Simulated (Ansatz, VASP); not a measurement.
C: VASP beside Ansatz

File INCAR:

```
SYSTEM = C
PREC = Accurate
ENCUT = 520
EDIFF = 1E-7
ISMEAR = -1
SIGMA = 0.03
LREAL = .False.
LASPH = .True.
NELM = 100
ALGO = Normal
ISIF = 2
LWAVE = .False.
LCHARG = .False.
GGA = PE
NBANDS = 11
```

File KPOINTS:

```
Automatic mesh
0
Gamma
  16 16 16
  0 0 0
```

POSCAR

```
C
1.0
    0.0000000000      1.7473035621      1.7473035621
    1.7473035621      0.0000000000      1.7473035621
    1.7473035621      1.7473035621      0.0000000000
C
2
Direct
    0.5000000000      0.5000000000      0.5000000000
    0.7500000000      0.7500000000      0.7500000000
```

Input for Ansatz:

```yaml
crystal:
  lattice:
    - [0.0, 1.7473035621, 1.7473035621]
    - [1.7473035621, 0.0, 1.7473035621]
    - [1.7473035621, 1.7473035621, 0.0]
  atoms:
    - { symbol: C, position: [0.5, 0.5, 0.5] }
    - { symbol: C, position: [0.75, 0.75, 0.75] }
kpoints:
  mp_grid: { grid: [16, 16, 16] }
scf:
  occupations: { method: fermi_dirac, width: 0.03 }
hamiltonian:
  xc: pbe
  pseudopotentials: { kind: all_electron, lapw: { basis_error: 0.00025 } }
output:
  forces: true
  stress: true
  eigenvalues: true
```

Change from the starting cell: volume scaled by 0.9405.

Alike in both runs: task single point; functional PBE; k mesh 16 × 16 × 16; occupations fermi-dirac, width 0.03 eV; no spin polarisation.

```csv
,VASP,Ansatz
version,VASP 6.6.1,Ansatz 0.2.0
potentials or method,"VASP PAW PBE potentials, release 64 (C), cutoff 520 eV","all-electron LAPW, scalar-relativistic"
```

VASP gave:

| Property | Result |
| --- | --- |
| gap on the k mesh at the Fermi level (eV) | 4.27 |
| pressure (GPa) | 32.9 |

Which values does Ansatz return?

gap on the k mesh at the Fermi level (eV): 4.28; pressure (GPa): 31.9.

Both programs put the cell under a high pressure, so it lies far from rest at this level. Ansatz ran all-electron here, and VASP with PAW potentials.
